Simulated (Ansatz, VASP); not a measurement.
Two plane-wave programs on ZnS

```
CELL_PARAMETERS angstrom
1.90307 1.09874 9.35195
-1.90307 1.09874 9.35195
0.00000 -2.19748 9.35195
ATOMIC_POSITIONS crystal
Zn 0.99997 0.99997 0.99997
Zn 0.22227 0.22227 0.22227
Zn 0.44461 0.44461 0.44461
S 0.08327 0.08327 0.08327
S 0.52784 0.52784 0.52784
S 0.30536 0.30536 0.30536
```

Alike in both runs: task single point; functional LDA; k mesh 6 × 6 × 6; no spin polarisation; Hubbard terms Zn d U = 4.0 eV.

|  | VASP | Ansatz |
| --- | --- | --- |
| version | VASP 6.6.1 | Ansatz 0.2.0 |
| potentials or method | VASP PAW LDA potentials, release 64 (Zn, S), cutoff 500 eV | plane waves, PAW |
| occupations | gaussian, width 0.01 eV | fixed |
| valence electrons in the cell | 54 | 54 |

VASP gave:

* gap on the k mesh at the Fermi level (eV): 2.22

What did Ansatz give for the same quantities?

gap on the k mesh at the Fermi level (eV): 2.08.

LDA's correlation is that of Perdew and Zunger in VASP and of Perdew and Wang (1992) in Ansatz. The programs project onto different local orbitals, so the same U acts differently, and such runs can settle in different states.
